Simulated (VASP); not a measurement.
CsI:

```
CELL_PARAMETERS angstrom
4.60808 0.00000 0.00000
0.00000 4.60808 0.00000
0.00000 0.00000 4.60808
ATOMIC_POSITIONS crystal
Cs 0.00000 0.00000 0.00000
I 0.50000 0.50000 0.50000
```

Base run:

- Program: VASP 6.6.1
- Functional: HSE06
- Potentials or basis: VASP PAW PBE potentials, release 64 (Cs_sv, I)
- Cutoff: 400 eV
- k mesh: 4 × 4 × 4
- Occupations: gaussian, width 0.01 eV
- Spin: no spin polarisation

Its results: band gap on the k mesh 4.78 eV, indirect (least direct gap 4.88 eV); pressure 0.2 GPa.

Question: The run is repeated on the same cell with these changes: functional from HSE06 to PBE; cutoff from 400 eV to 500 eV. What comes out?

Answer: Band gap on the k mesh 3.79 eV, indirect (least direct gap 3.88 eV); pressure 0.5 GPa.

HSE06 gives the wider gap, since exact exchange removes part of the self-interaction.

Caveats: spin-orbit coupling is left out, which moves the levels of the heavy elements; the PAW data sets were made with another functional, which shifts forces and pressure a little (some runs).

A k mesh can miss the band edges.
